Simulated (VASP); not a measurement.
# GaAs (F-43m) in VASP: further runs, part 2 of 2

VASP 6.6.1.

## 4. Relaxation of cell and atoms, PBEsol, target pressure 7 GPa, at which the enthalpy is minimised

Input file INCAR:

```
  ALGO = Normal
  EDIFF = 1E-6
  EDIFFG = -0.002
  ENCUT = 600
  GGA = PS
  IBRION = 2
  ISIF = 3
  ISMEAR = 0
  LASPH = T
  LCHARG = F
  LREAL = F
  LWAVE = F
  NELM = 100
  NSW = 100
  PREC = Accurate
  PSTRESS = 70.0
  SIGMA = 0.01
```

Input file KPOINTS:

```
k-points
0
Gamma
  8 8 8
```

Input file POSCAR:

```
GaAs
1.0
    0.0000000000      2.8291964418      2.8291964418
    2.8291964418      0.0000000000      2.8291964418
    2.8291964418      2.8291964418      0.0000000000
Ga As
1 1
Direct
    0.0000000000      0.0000000000      0.0000000000
    0.7500000000      0.7500000000      0.7500000000
```

Command:

```sh
$ cat potpaw_PBE.64/Ga_d/POTCAR potpaw_PBE.64/As/POTCAR > POTCAR
$ mpirun -np 1 vasp_std > vasp.out
```

Wall time 44 s (1 thread of AMD EPYC 9R45 (Zen 5), shared host); peak memory 0.17 GiB.

The run converged. Its results:

* Free energy: -9.0145 eV
* Relaxed volume: 20.89 Å³/atom
* Relaxed cell: a = 3.895 Å, b = 3.895 Å, c = 3.895 Å, α = 60.00°, β = 60.00°, γ = 60.00°
* Space group after relaxing (to 0.05 Å): F-43m (No. 216)
* Energy change on relaxing (the enthalpy is what falls): +36.4 meV/atom
* Ionic steps: 8
* Pressure after relaxing: 7.0 GPa
* Band gap on the k mesh: 1.06 eV, direct

The path:
| step | energy change (eV) | largest force (eV/Å) | pressure (GPa) | volume (Å³) |
| --- | --- | --- | --- | --- |
| 1 | 0.0000 | 0.0000 | 0.14 | 45.29 |
| 2 | 0.2378 | 0.0000 | 14.16 | 39.23 |
| 3 | 0.0720 | 0.0000 | 6.94 | 41.79 |
| 4 | 0.0750 | 0.0000 | 7.16 | 41.72 |
| 5 | 0.0699 | 0.0000 | 6.80 | 41.84 |
| 6 | 0.0732 | 0.0000 | 7.07 | 41.77 |
| 7 | 0.0723 | 0.0000 | 6.90 | 41.79 |
| 8 | 0.0728 | 0.0000 | 7.01 | 41.77 |

Final structure:
```yaml
crystal:
  lattice:
    - [0.00000, 2.75395, 2.75395]
    - [2.75395, 0.00000, 2.75395]
    - [2.75395, 2.75395, 0.00000]
  atoms:
    - { symbol: Ga, position: [0.00000, 0.00000, 0.00000] }
    - { symbol: As, position: [0.75000, 0.75000, 0.75000] }
```

Levels at points of the mesh, in eV from the valence-band top:
| k point | band 7 | band 8 | band 9 | band 10 | band 11 | band 12 |
| --- | --- | --- | --- | --- | --- | --- |
| (0.00, 0.00, 0.00) | 0.00 | 0.00 | 0.00 | 1.06 | 3.70 | 3.70 |
| (0.50, 0.00, 0.00) | -7.14 | -1.27 | -1.27 | 1.15 | 4.60 | 4.60 |
| (0.50, 0.50, 0.00) | -7.24 | -2.99 | -2.99 | 1.19 | 1.51 | 10.76 |

Caveat: the cell is relaxed towards a set pressure, so the enthalpy falls and the energy may rise; the PAW data sets were made with another functional, which shifts forces and pressure a little. A k mesh can miss the band edges.

## 5. Relaxation of cell and atoms, PBEsol, target pressure 10 GPa, at which the enthalpy is minimised

Input file INCAR:

```
ALGO     = Normal         # electronic algorithm
EDIFF    = 1E-6           # SCF threshold, eV
EDIFFG   = -0.002         # ionic threshold
ENCUT    = 600            # plane-wave cutoff, eV
GGA      = PS             # functional
IBRION   = 2              # ionic algorithm
ISIF     = 3              # what is computed and relaxed
ISMEAR   = 0              # smearing method
LASPH    = True           # aspherical terms in the spheres
LCHARG   = False          # write CHGCAR
LREAL    = False          # projectors in reciprocal space
LWAVE    = False          # write WAVECAR
NELM     = 60             # most SCF steps
NSW      = 100            # ionic steps
PREC     = Accurate       # precision mode
PSTRESS  = 100.0        
SIGMA    = 0.01           # smearing width, eV
```

KPOINTS is that of step 4.

POSCAR is that of step 4.

Potentials or basis: VASP PAW PBE potentials, release 64 (Ga_d, As).

Command:

```sh
$ cat potpaw_PBE.64/Ga_d/POTCAR potpaw_PBE.64/As/POTCAR > POTCAR
$ mpirun -np 1 vasp_std > vasp.out
```

OUTCAR:

```text
EDIFF = 1E-6
   EDIFFG = -0.002
   ENCUT = 600
   GGA = PS
   IBRION = 2
   ISIF = 3
   ISMEAR = 0
   LASPH = True
   LREAL = False
   NELM = 60
   NSW = 100
   PREC = Accurate
   PSTRESS = 100.0

 ion  position               nearest neighbor table
   1  0.000  0.000  0.000-   2 2.45   2 2.45   2 2.45   2 2.45
   2  0.750  0.750  0.750-   1 2.45   1 2.45   1 2.45   1 2.45

  LATTYP: Found a face centered cubic cell.
 ALAT       =     5.6583928836

  Lattice vectors:

 A1 = (   0.0000000000,   2.8291964418,   2.8291964418)
 A2 = (   2.8291964418,   0.0000000000,   2.8291964418)
 A3 = (   2.8291964418,   2.8291964418,   0.0000000000)

Analysis of symmetry for initial positions (statically):
=====================================================================
 Subroutine PRICEL returns:
 Original cell was already a primitive cell.

 Routine SETGRP: Setting up the symmetry group for a
 face centered cubic supercell.

 Subroutine GETGRP returns: Found 24 space group operations
 (whereof 24 operations were pure point group operations)
 out of a pool of 48 trial point group operations.

The static configuration has the point symmetry T_d .

Analysis of symmetry for dynamics (positions and initial velocities):
=====================================================================
 Subroutine PRICEL returns:
 Original cell was already a primitive cell.

 Routine SETGRP: Setting up the symmetry group for a
 face centered cubic supercell.

 Subroutine GETGRP returns: Found 24 space group operations
 (whereof 24 operations were pure point group operations)
 out of a pool of 48 trial point group operations.

The dynamic configuration has the point symmetry T_d .

 Subroutine INISYM returns: Found 24 space group operations
 (whereof 24 operations are pure point group operations),
 and found     1 'primitive' translations

----------------------------------------------------------------------------------------

                                     Primitive cell

  volume of cell :      45.2918

  direct lattice vectors                    reciprocal lattice vectors
     0.000000000  2.829196442  2.829196442    -0.176728626  0.176728626  0.176728626
[... 99 lines left out ...]
   EMIN   =  10.00;   EMAX   =-10.00  energy-range for DOS
   EFERMI =   0.00;   METHOD = LEGACY
   ISMEAR =     0;   SIGMA  =   0.01  broadening in eV -4-tet -1-fermi 0-gaus
   EFERMI_NEDOS =   21; number of points for ismear=-14 and -15
   IALGO  =     38    algorithm
   IMIX   =      4    mixing-type and parameters
     AMIX     =   0.40;   BMIX     =  1.00
     AMIX_MAG =   1.60;   BMIX_MAG =  1.00
  volume/ion in A,a.u.               =      22.65       152.82
  Fermi-wavevector in a.u.,A,eV,Ry     =   1.203629  2.274529 19.711063  1.448722
  Thomas-Fermi vector in A             =   2.339377
   LORBIT       =      0    0 simple, 1 ext, 2 COOP (PROOUT), +10 PAW based schemes
   GGA     = PS    functional components
   LHFCALC =     F    Hartree Fock is set to
   AEXX    =    0.0000 exact exchange contribution
   IVDW    =     0    specifies the selected vdW correction
   LEPSILON=     F    determine dielectric tensor
   LRPA    =     F    only Hartree local field effects (RPA)
 conjugate gradient relaxation of ions
 non-spin polarized calculation
 Gauss-broadening in eV      SIGMA  =   0.01
  energy-cutoff  :      600.00
  volume of cell :       45.29
 maximum number of plane-waves:      1540
   NGX = 15   NGY = 15   NGZ = 15

--------------------------------------- Ionic step        1  -------------------------------------------

 number of electron      18.0000011 magnetization

 Free energy of the ion-electron system (eV)
  ---------------------------------------------------
  ext. energy  EPLUGINS =         0.00000000
  ---------------------------------------------------
  free energy    TOTEN  =        -9.08734297 eV

  energy without entropy =       -9.08734297  energy(sigma->0) =       -9.08734297

 E-fermi :   3.8794     XC(G=0):  -9.7611

 val. band max:        3.7824380871   @ k =   0.0000   0.0000   0.0000
 cond. band min:       4.2191075457   @ k =   0.0000   0.0000   0.0000
 fundamental gap:      0.4366694586
 Fermi energy:         3.8793790316

 k-point     1 :       0.0000    0.0000    0.0000
  band No.  band energies     occupation
      1     -10.9904      2.00000
      2     -10.9904      2.00000
      3     -10.9904      2.00000
      4     -10.9110      2.00000
      5     -10.9110      2.00000
      6      -8.9521      2.00000
      7       3.7824      2.00000
      8       3.7824      2.00000
      9       3.7824      2.00000
     10       4.2191      0.00000
     11       7.4710      0.00000
     12       7.4710      0.00000
     13       7.4710      0.00000
[... 671 lines left out ...]
--------------------------------------- Ionic step        9  -------------------------------------------

 number of electron      18.0000002 magnetization

 Free energy of the ion-electron system (eV)
  ---------------------------------------------------
  ext. energy  EPLUGINS =         0.00000000
  ---------------------------------------------------
  free energy    TOTEN  =        -8.95300406 eV

  energy without entropy =       -8.95300406  energy(sigma->0) =       -8.95300406

 E-fermi :   4.9158     XC(G=0): -10.2583

 val. band max:        4.8694962093   @ k =   0.0000   0.0000   0.0000
 cond. band min:       5.9949322981   @ k =   0.5000   0.5000   0.0000
 fundamental gap:      1.1254360888
 Fermi energy:         4.9158135891

 k-point     1 :       0.0000    0.0000    0.0000
  band No.  band energies     occupation
      1     -10.1438      2.00000
      2     -10.1438      2.00000
      3     -10.1438      2.00000
      4     -10.0335      2.00000
      5     -10.0335      2.00000
      6      -8.7106      2.00000
      7       4.8695      2.00000
      8       4.8695      2.00000
      9       4.8695      2.00000
     10       6.1517      0.00000
     11       8.5706      0.00000
     12       8.5706      0.00000
     13       8.5706      0.00000
[... 401 lines left out ...]
  energy  without entropy=       -8.9530040593  energy(sigma->0) =       -8.95300406

  enthalpy is  TOTEN    =        -6.4185489397 eV   P V=        2.5344551196

 reached required accuracy - stopping structural energy minimisation
```

OSZICAR:

```text
N       E                     dE             d eps       ncg     rms          rms(c)
DAV:   1     0.862750681027E+02    0.86275E+02   -0.99469E+03   759   0.200E+03
DAV:   2    -0.244846533107E+01   -0.88724E+02   -0.85632E+02   829   0.360E+02
DAV:   3    -0.917080307922E+01   -0.67223E+01   -0.66374E+01   959   0.790E+01
[... 60 lines left out ...]
DAV:   1    -0.895305917044E+01    0.23006E-03   -0.16494E-05   989   0.876E-02    0.642E-03
DAV:   2    -0.895305817518E+01    0.99526E-06   -0.18511E-06   481   0.375E-02
   8 F= -.64185490E+01 E0= -.64185490E+01  d E =-.419304E-05
       N       E                     dE             d eps       ncg     rms          rms(c)
DAV:   1    -0.895300413545E+01    0.55035E-04   -0.29367E-07   377   0.979E-03    0.211E-03
DAV:   2    -0.895300405928E+01    0.76164E-07   -0.85554E-08   377   0.691E-03
   9 F= -.64185489E+01 E0= -.64185489E+01  d E =-.409963E-05
```

Run time: 44 s. Hardware: 1 thread of AMD EPYC 9R45 (Zen 5), shared host; peak memory 0.17 GiB.

What came out:

```yaml
Free_energy: -8.9530 eV
Relaxed_volume: 20.30 Å³/atom
Relaxed_cell: a = 3.858 Å, b = 3.858 Å, c = 3.858 Å, α = 60.00°, β = 60.00°, γ = 60.00°
Space_group_after_relaxing_to_0.05_Å: F-43m (No. 216)
Energy_change_on_relaxing_the_enthalpy_is_what_falls: +67.2 meV/atom
Ionic_steps: 9
Pressure_after_relaxing: 10.0 GPa
Band_gap_on_the_k_mesh: 1.13 eV, indirect (least direct gap 1.28 eV)
```

Step by step:
```
step  energy change (eV)  largest force (eV/Å)  pressure (GPa)  volume (Å³)
   1              0.0000                0.0000            0.14        45.29
   2              0.5263                0.0000           23.83        36.76
   3              0.1305                0.0000            9.85        40.67
   4              0.1360                0.0000           10.08        40.58
   5              0.1328                0.0000            9.87        40.63
   6              0.1344                0.0000           10.03        40.61
   7              0.1341                0.0000            9.92        40.61
   8              0.1343                0.0000            9.96        40.61
   9              0.1343                0.0000           10.00        40.61
```

Final structure:
```yaml
crystal:
  lattice:
    - [0.00000, 2.72807, 2.72807]
    - [2.72807, 0.00000, 2.72807]
    - [2.72807, 2.72807, 0.00000]
  atoms:
    - { symbol: Ga, position: [0.00000, 0.00000, 0.00000] }
    - { symbol: As, position: [0.75000, 0.75000, 0.75000] }
```

Levels at points of the mesh, in eV from the valence-band top:
```
           k point  band 7  band 8  band 9  band 10  band 11  band 12
(0.00, 0.00, 0.00)    0.00    0.00    0.00     1.28     3.70     3.70
(0.50, 0.00, 0.00)   -7.32   -1.32   -1.32     1.24     4.60     4.60
(0.50, 0.50, 0.00)   -7.39   -3.10   -3.10     1.13     1.48    11.00
```

Caveat: the cell is relaxed towards a set pressure, so the enthalpy falls and the energy may rise; the PAW data sets were made with another functional, which shifts forces and pressure a little. A k mesh can miss the band edges.

## 6. The runs side by side

```csv
cell,gap on the mesh (eV),pressure (GPa)
relaxed to 2 GPa,0.62,2.0
relaxed to 4 GPa,0.80,4.0
relaxed to 7 GPa,1.06,7.0
relaxed to 10 GPa,1.13,10.0
```

Alike in all rows: task relaxation of cell and atoms; level PBEsol; potentials or basis VASP PAW PBE potentials, release 64 (Ga_d, As); no spin polarisation; k mesh 8 × 8 × 8; cutoff (eV) 600; smearing gaussian 0.01 eV.

Caveats: the cell is relaxed towards a set pressure, so the enthalpy falls and the energy may rise; the PAW data sets were made with another functional, which shifts forces and pressure a little.

Total energies depend on the potentials used, so only differences within one code and one set of settings carry meaning.
